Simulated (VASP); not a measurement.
# Zn4HO4 in VASP: single point with LDA

Aim: the single point of Zn4HO4 with LDA.

Everything below comes from runs of VASP 6.6.1. Logs are shortened: lines on timing, memory, paths and dates and some standing lists are left out, and cuts for length are marked.

**1. The cell of the first run**

The cell holds a slab with vacuum, 9 atoms: a = 3.187 Å, b = 3.187 Å, c = 23.687 Å, α = 90.00°, β = 90.00°, γ = 120.00°.

**2. Single point, LDA, collinear spin, ferromagnetic start**

Input file INCAR:

```
SYSTEM = Zn4HO4
ALGO = Normal
DIPOL = 0.5 0.5 0.370
EDIFF = 1E-6
ENCUT = 520
GGA = CA
GGA_COMPAT = .FALSE.
IDIPOL = 3
ISIF = 2
ISMEAR = 0
ISPIN = 2
KPAR = 4
LASPH = .TRUE.
LCHARG = .TRUE.
LDIPOL = .TRUE.
LORBIT = 11
LREAL = .FALSE.
LVACPOTAV = .TRUE.
LVHAR = .TRUE.
LWAVE = .FALSE.
MAGMOM = 0 0 0 0 0 0 0 0 1
NBANDS = 50
NELM = 200
NELMDL = -8
PREC = Accurate
SIGMA = 0.05
```

Input file KPOINTS:

```
k-points
0
G
  9 9 1
  0 0 0
```

Input file POSCAR:

```
Zn4HO4
1.0
    3.1873336251      0.0000000000      0.0000000000
   -1.5936668126      2.7603118897      0.0000000000
    0.0000000000      0.0000000000     23.6871766474
O Zn H
4 4 1
Direct
    0.3333333333      0.6666666667      0.1688677405
    0.6666666667      0.3333333333      0.2776361956
    0.3333333333      0.6666666667      0.3900077075
    0.6666666667      0.3333333333      0.4989401734
    0.6666666667      0.3333333333      0.1953153449
    0.3333333333      0.6666666667      0.3040838000
    0.6666666667      0.3333333333      0.4102106352
    0.3333333333      0.6666666667      0.5145052460
    0.8333333333      1.0000000000      0.5697763074
```

Potentials or basis: VASP PAW LDA potentials, release 64 (O, Zn, H).

Run with:

```bash
$ cat potpaw_LDA.64/O/POTCAR potpaw_LDA.64/Zn/POTCAR potpaw_LDA.64/H/POTCAR > POTCAR
$ mpirun -np 4 vasp_std > vasp.out
```

OUTCAR:

```text
SYSTEM = Zn4HO4
   EDIFF = 1E-6
   ENCUT = 520
   GGA = CA
   ISIF = 2
   ISMEAR = 0
   ISPIN = 2
   LASPH = .TRUE.
   LORBIT = 11
   LREAL = .FALSE.
   NELM = 200
   NELMDL = -8
   PREC = Accurate

 ion  position               nearest neighbor table
   1  0.333  0.667  0.169-   5 1.94   5 1.94   5 1.94
   2  0.667  0.333  0.278-   6 1.94   6 1.94   6 1.94   5 1.95
   3  0.333  0.667  0.390-   7 1.90   7 1.90   7 1.90   6 2.04
   4  0.667  0.333  0.499-   8 1.88   8 1.88   8 1.88   7 2.10
   5  0.667  0.333  0.195-   1 1.94   1 1.94   1 1.94   2 1.95
   6  0.333  0.667  0.304-   2 1.94   2 1.94   2 1.94   3 2.04
   7  0.667  0.333  0.410-   3 1.90   3 1.90   3 1.90   4 2.10
   8  0.333  0.667  0.515-   4 1.88   4 1.88   4 1.88   9 1.92
   9  0.833  0.000  0.570-   8 1.92

  LATTYP: Found a hexagonal cell.
 ALAT       =     3.1873336251
 C/A-ratio  =     7.4316590083

  Lattice vectors:

 A1 = (   3.1873336251,   0.0000000000,   0.0000000000)
 A2 = (  -1.5936668126,   2.7603118897,   0.0000000000)
 A3 = (   0.0000000000,   0.0000000000,  23.6871766474)

Analysis of symmetry for initial positions (statically):
=====================================================================
 Subroutine PRICEL returns:
 Original cell was already a primitive cell.

 Routine SETGRP: Setting up the symmetry group for a
 hexagonal supercell.

 Subroutine GETGRP returns: Found  1 space group operations
 (whereof  1 operations were pure point group operations)
 out of a pool of 24 trial point group operations.

The static configuration has the point symmetry C_1 .

Analysis of symmetry for dynamics (positions and initial velocities):
=====================================================================
 Subroutine PRICEL returns:
 Original cell was already a primitive cell.

 Routine SETGRP: Setting up the symmetry group for a
 hexagonal supercell.

 Subroutine GETGRP returns: Found  1 space group operations
 (whereof  1 operations were pure point group operations)
 out of a pool of 24 trial point group operations.

The dynamic configuration has the point symmetry C_1 .

Analysis of structural, dynamic, and magnetic symmetry:
=====================================================================
 Subroutine PRICEL returns:
 Original cell was already a primitive cell.

 Routine SETGRP: Setting up the symmetry group for a
 hexagonal supercell.

 Subroutine GETGRP returns: Found  1 space group operations
 (whereof  1 operations were pure point group operations)
 out of a pool of 24 trial point group operations.

The overall configuration has the point symmetry C_1 .

 Subroutine INISYM returns: Found  1 space group operations
 (whereof  1 operations are pure point group operations),
 and found     1 'primitive' translations

----------------------------------------------------------------------------------------

                                     Primitive cell

  volume of cell :     208.4006

  direct lattice vectors                    reciprocal lattice vectors
     3.187333625  0.000000000  0.000000000     0.313741866  0.181138951  0.000000000
    -1.593666813  2.760311890  0.000000000     0.000000000  0.362277902  0.000000000
     0.000000000  0.000000000 23.687176647     0.000000000  0.000000000  0.042216935

  length of vectors
     3.187333625  3.187333625 23.687176647     0.362277902  0.362277902  0.042216935

  position of ions in fractional coordinates (direct lattice)
     0.333333333  0.666666667  0.168867740
     0.666666667  0.333333333  0.277636196
     0.333333333  0.666666667  0.390007707
     0.666666667  0.333333333  0.498940173
     0.666666667  0.333333333  0.195315345
     0.333333333  0.666666667  0.304083800
     0.666666667  0.333333333  0.410210635
     0.333333333  0.666666667  0.514505246
     0.833333333  0.000000000  0.569776307

  ion indices of the primitive-cell ions
   primitive index   ion index
                 1           1
                 2           2
                 3           3
                 4           4
                 5           5
                 6           6
                 7           7
                 8           8
                 9           9

----------------------------------------------------------------------------------------

 KPOINTS: k-points

Automatic generation of k-mesh.
 Grid dimensions read from file:
 generate k-points for:    9    9    1

 Generating k-lattice:

  Cartesian coordinates                     Fractional coordinates (reciprocal lattice)
     0.034860207  0.020126550  0.000000000     0.111111111  0.000000000  0.000000000
     0.000000000  0.040253100  0.000000000     0.000000000  0.111111111  0.000000000
     0.000000000  0.000000000  0.042216935     0.000000000  0.000000000  1.000000000

  Length of vectors
     0.040253100  0.040253100  0.042216935

  Shift w.r.t. Gamma in fractional coordinates (k-lattice)
     0.000000000  0.000000000  0.000000000

 Subroutine IBZKPT returns following result:
 ===========================================

 Found     41 irreducible k-points:

 Following reciprocal coordinates:
            Coordinates               Weight
  0.000000  0.000000  0.000000      1.000000
  0.111111  0.000000  0.000000      2.000000
  0.000000  0.111111  0.000000      2.000000
 -0.111111  0.111111  0.000000      2.000000
  0.222222 -0.000000  0.000000      2.000000
  0.000000  0.222222  0.000000      2.000000
[... 16 lines left out ...]
  0.333333  0.111111  0.000000      2.000000
 -0.111111  0.444444  0.000000      2.000000
 [... further k-points ...]
   k-points           NKPTS =     41   k-points in BZ     NKDIM =     41   number of bands    NBANDS=     50
   number of dos      NEDOS =    301   number of ions     NIONS =      9
   total plane-waves  NPLWV = 103680
   dimension x,y,z NGX =    24 NGY =   24 NGZ =  180
   dimension x,y,z NGXF=    48 NGYF=   48 NGZF=  360
   ions per type =               4   4   1
   NGX,Y,Z   is equivalent  to a cutoff of  12.52, 12.52, 12.63 a.u.
   NGXF,Y,Z  is equivalent  to a cutoff of  25.04, 25.04, 25.27 a.u.
 SYSTEM =  Zn4HO4
   PREC   = accura    normal or accurate (medium, high low for compatibility)
   ISTART =      0    job   : 0-new  1-cont  2-samecut
   ICHARG =      2    charge: 1-file 2-atom 10-const
   ISPIN  =      2    spin polarized calculation?
   LNONCOLLINEAR =      F non collinear calculations
   LSORBIT =      F    spin-orbit coupling
   LASPH  =      T    aspherical Exc in radial PAW
   ENCUT  =  520.0 eV  38.22 Ry    6.18 a.u.   5.93  5.93 44.04*2*pi/ulx,y,z
   NELM   =    200;   NELMIN=  2; NELMDL= -8     # of ELM steps
   EDIFF  = 0.1E-05   stopping-criterion for ELM
   LREAL  =      F    real-space projection
   EDIFFG = 0.1E-04   stopping-criterion for IOM
   NSW    =      0    number of steps for IOM
   IBRION =     -1    ionic relax: 0-MD 1-quasi-New 2-CG
   NFREE  =      0    steps in history (QN), initial steepest desc. (CG)
   ISIF   =      2    stress and relaxation
   ISYM   =      2    0-nonsym 1-usesym 2-fastsym
   POTIM  = 0.5000    time-step for ionic-motion
   TEBEG  =    0.0;   TEEND  =   0.0 temperature during run
   PSTRESS=    0.0 pullay stress
   NELECT =      73.0000    total number of electrons
   NUPDOWN=      -1.0000    fix difference up-down
   EMIN   =  10.00;   EMAX   =-10.00  energy-range for DOS
   EFERMI =   0.00;   METHOD = LEGACY
   ISMEAR =     0;   SIGMA  =   0.05  broadening in eV -4-tet -1-fermi 0-gaus
   EFERMI_NEDOS =   21; number of points for ismear=-14 and -15
   IALGO  =     38    algorithm
   IMIX   =      4    mixing-type and parameters
     AMIX     =   0.40;   BMIX     =  1.00
     AMIX_MAG =   1.60;   BMIX_MAG =  1.00
  volume/ion in A,a.u.               =      23.16       156.26
  Fermi-wavevector in a.u.,A,eV,Ry     =   1.154027  2.180796 18.119957  1.331779
  Thomas-Fermi vector in A             =   2.290667
   LORBIT       =     11    0 simple, 1 ext, 2 COOP (PROOUT), +10 PAW based schemes
   GGA     = CA    functional components
   LHFCALC =     F    Hartree Fock is set to
   AEXX    =    0.0000 exact exchange contribution
   IVDW    =     0    specifies the selected vdW correction
   LEPSILON=     F    determine dielectric tensor
   LRPA    =     F    only Hartree local field effects (RPA)
 spin polarized calculation
 Gauss-broadening in eV      SIGMA  =   0.05
  energy-cutoff  :      520.00
  volume of cell :      208.40
 maximum number of plane-waves:      5658
   NGX = 11   NGY = 11   NGZ = 89

 dipolmoment           0.000000      0.000000      0.010417 electrons x Angstroem

 number of electron      72.9999967 magnetization       0.6342007

 dipolmoment           0.000000      0.000000     -0.113304 electrons x Angstroem

 Free energy of the ion-electron system (eV)
  ---------------------------------------------------
  ext. energy  EPLUGINS =         0.00000000
  ---------------------------------------------------
  free energy    TOTEN  =       -42.04127565 eV

  energy without entropy =      -42.03605928  energy(sigma->0) =      -42.03866747

 E-fermi :  -3.2068     XC(G=0):  -5.9026

 val. band max:       -3.2106447890   @ k =   0.1111   0.2222   0.0000
 cond. band min:      -3.1986155267   @ k =  -0.3333   0.3333   0.0000
 fundamental gap:      0.0120292623
 Fermi energy:        -3.2068393800

 spin component 1

 k-point     1 :       0.0000    0.0000    0.0000
  band No.  band energies     occupation
      1     -22.5440      1.00000
      2     -22.1372      1.00000
      3     -21.3946      1.00000
      4     -19.5988      1.00000
      5     -10.8247      1.00000
      6     -10.7712      1.00000
[... 40 lines left out ...]
     47       6.3758      0.00000
     48       7.2232      0.00000
[... 1171 lines left out ...]
     47       6.1809      0.00000
     48       6.5325      0.00000

 [... further k-points ...]

 spin component 2

 k-point     1 :       0.0000    0.0000    0.0000
  band No.  band energies     occupation
      1     -22.4846      1.00000
      2     -22.0463      1.00000
      3     -21.3942      1.00000
      4     -19.6014      1.00000
      5     -10.7341      1.00000
      6     -10.7026      1.00000
[... 40 lines left out ...]
     47       6.5621      0.00000
     48       7.6307      0.00000
[... 1171 lines left out ...]
     47       6.3138      0.00000
     48       6.6827      0.00000

 [... further k-points ...]

 [bands above 48 left out]

------------------------ aborting loop because EDIFF is reached ----------------------------------------

  FORCE on cell =-STRESS in cart. coord.  units (eV):
  Direction    XX          YY          ZZ          XY          YZ          ZX
  --------------------------------------------------------------------------------------
  -------------------------------------------------------------------------------------
  Total        0.8354926      1.2053289     -0.2796464     -0.9997760     -0.3693532      0.0324717
  in kB        6.4232411      9.2665305     -2.1499127     -7.6862462     -2.8395758      0.2496413
  external PRESSURE =       4.5132863 kB  Pullay stress =       0.0000000 kB

 VOLUME and BASIS-vectors are now :
 -----------------------------------------------------------------------------
  energy-cutoff  :      520.00
  volume of cell :      208.40
      direct lattice vectors                 reciprocal lattice vectors
     3.187333625  0.000000000  0.000000000     0.313741866  0.181138951  0.000000000
    -1.593666813  2.760311890  0.000000000     0.000000000  0.362277902  0.000000000
     0.000000000  0.000000000 23.687176647     0.000000000  0.000000000  0.042216935

 POSITION                                       TOTAL-FORCE (eV/Angst)
 -----------------------------------------------------------------------------------
     -0.00000      1.84021      4.00000        -0.000193     -0.000051      1.382914
      1.59367      0.92010      6.57642         0.000317     -0.000327      1.118632
     -0.00000      1.84021      9.23818        -0.002284     -0.000732     -0.462707
      1.59367      0.92010     11.81848        -0.080686      0.208330     -1.845536
      1.59367      0.92010      4.62647         0.000212      0.000051     -1.923306
     -0.00000      1.84021      7.20289        -0.000236      0.000026     -0.468453
      1.59367      0.92010      9.71673        -0.002826      0.003531      0.615608
     -0.00000      1.84021     12.18718         0.093285      0.008908      1.571246
      2.65611      0.00000     13.49639        -0.007588     -0.219737      0.011602
 -----------------------------------------------------------------------------------
    total drift:                                0.000005      0.000013     -0.001372

  FREE ENERGIE OF THE ION-ELECTRON SYSTEM (eV)
  ---------------------------------------------------
  free  energy   TOTEN  =       -42.0412756547 eV

  energy  without entropy=      -42.0360592814  energy(sigma->0) =      -42.03866747

 vacuum level on the upper side and lower side of the slab         2.984         5.313

 total charge

# of ion       s       p       d       tot
------------------------------------------
    1        1.556   3.341   0.000   4.896
    2        1.542   3.453   0.000   4.995
    3        1.539   3.474   0.000   5.012
    4        1.554   3.463   0.000   5.017
    5        0.493   0.537   9.858  10.888
    6        0.480   0.522   9.908  10.910
    7        0.495   0.556   9.922  10.973
    8        0.518   0.555   9.894  10.967
    9        0.417   0.004   0.000   0.421
--------------------------------------------------
tot          8.594  15.905  39.581  64.080

 magnetization (x)

# of ion       s       p       d       tot
------------------------------------------
    1       -0.000  -0.002   0.000  -0.002
    2        0.000  -0.000   0.000  -0.000
    3       -0.000   0.002   0.000   0.002
    4        0.004   0.091   0.000   0.095
    5        0.000  -0.000  -0.001  -0.001
    6        0.000   0.000   0.000   0.000
    7       -0.000   0.002   0.004   0.006
    8       -0.005   0.015   0.040   0.050
    9        0.200   0.000   0.000   0.201
--------------------------------------------------
tot          0.199   0.109   0.043   0.351
```

It took 6.9 min on 4 MPI ranks of Intel Xeon Platinum 8375C at 2.90GHz (Ice Lake), shared host; peak memory 0.69 GiB.

What came out:

```
Free energy                                           : -42.0413 eV
Largest force                                         : 1.923 eV/Å
Net moment                                            : 0.63 μB per cell
Site moments                                          : O -0.00, +0.00, +0.10; Zn -0.00, +0.00, +0.01, +0.05; H +0.20 μB
Valence electrons inside the program's atomic spheres : O 4.90, 5.00, 5.01, 5.02; Zn 10.89, 10.91, 10.97; H 0.42
```

Forces on the atoms (eV/Å):
```
O    0.000  0.000  1.383
O    0.000  0.000  1.119
O   -0.002 -0.001 -0.463
O   -0.081  0.208 -1.846
Zn   0.000  0.000 -1.923
Zn   0.000  0.000 -0.468
Zn  -0.003  0.004  0.616
Zn   0.093  0.009  1.571
H   -0.008 -0.220  0.012
```

Levels at points of the mesh, in eV from the Fermi level:
Spin up:
```
           k point  band 35  band 36  band 37  band 38  band 39  band 40
(0.00, 0.00, 0.00)    -0.40     0.44     0.44     1.15     2.73     3.78
```
Spin down:
```tsv
k point	band 33	band 34	band 35	band 36	band 37	band 38	band 39	band 40
(0.00, 0.00, 0.00)	-0.85	-0.85	-0.29	0.44	0.44	1.25	2.82	3.89
```
